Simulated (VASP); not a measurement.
Write the native input for VASP 6.6.1 that does the following.

| Quantity | Value |
| --- | --- |
| Task | single point |
| Functional | BLYP |
| Potentials or basis | VASP PAW PBE potentials, release 64 (Os_sv_GW) |
| Cutoff | 560 eV |
| k mesh | 14 × 14 × 14 |
| Occupations | fermi-dirac, width 0.1 eV |
| Spin | no spin polarisation |
| Dipole correction | no |
| Further INCAR settings | ALGO = Normal; EDIFF = 1e-06; NBANDS = 14 |

The structure of Os lies in POSCAR:

```
Os
1.0
    2.6318282080      0.0000000000      0.0000000000
    0.0000000000      2.6318282080      0.0000000000
    0.0000000000      0.0000000000      2.6318282080
Os
1
Direct
    0.0000000000      0.0000000000      0.0000000000
```

This isn't the form of Os at room conditions, which is hcp.

The input as run:

INCAR

```
SYSTEM = Os
AGGAC = 1.0
AGGAX = 1.0
ALDAC = 0.0
ALDAX = 1.0
ALGO = Normal
EDIFF = 1E-6
ENCUT = 560
GGA = B5
GGA_COMPAT = .False.
ISIF = 2
ISMEAR = -1
LASPH = .True.
LCHARG = .False.
LREAL = .False.
LWAVE = .False.
NBANDS = 14
NELM = 120
PREC = Accurate
SIGMA = 0.1
```

KPOINTS

```
k-points
0
Gamma
  14 14 14
  0 0 0
```

Potentials or basis: VASP PAW PBE potentials, release 64 (Os_sv_GW).

The run is started by

```sh
$ cat potpaw_PBE.64/Os_sv_GW/POTCAR > POTCAR
$ mpirun -np 1 vasp_std > vasp.out
```

Results of the run:

```json
{
 "Pressure": "-8.4 GPa",
 "Band gap on the k mesh": "zero (bands 8 and 9 overlap by 4.98 eV)"
}
```

Caveat: the cell stands under tension; the PAW data sets were made with another functional, which shifts forces and pressure a little; spin-orbit coupling is left out, which moves the levels of the heavy elements.

Run time: 35 s on 1 thread of Intel(R) Xeon(R) Platinum 8488C (Sapphire Rapids), on a shared host, peak memory 0.15 GiB.
